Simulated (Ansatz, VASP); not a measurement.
# AlW3 in VASP and in Ansatz

```
CELL_PARAMETERS angstrom
4.59034 0.00000 0.00000
0.00000 4.59034 0.00000
0.00000 0.00000 4.59034
ATOMIC_POSITIONS crystal
Al 0.00000 0.00000 0.00000
W 0.50000 0.00000 0.00000
W 0.00000 0.50000 0.00000
W 0.00000 0.00000 0.50000
```

Alike in both runs: functional PBE; k mesh 10 × 10 × 10; occupations gaussian, width 0.1 eV; no spin polarisation.

Ansatz relaxed the structure, and its values are those at the end. VASP's run is a single point on that final structure, the one shown.

|  | VASP | Ansatz |
| --- | --- | --- |
| version | VASP 6.6.1 | Ansatz 0.2.0 |
| potentials or method | VASP PAW PBE potentials, release 64 (Al, W_sv), cutoff 520 eV | scalar-relativistic, plane waves, PAW |
| valence electrons in the cell | 45 | 45 |

|  | VASP | Ansatz | Ansatz less VASP |
| --- | --- | --- | --- |
| gap on the k mesh at the Fermi level (eV) | none | none | - |
| pressure (GPa) | 0.0 | 0.0 | -0.03 |

A gap of «none» marks a metal or a gap that the smearing closes.

Spin-orbit coupling is off throughout.
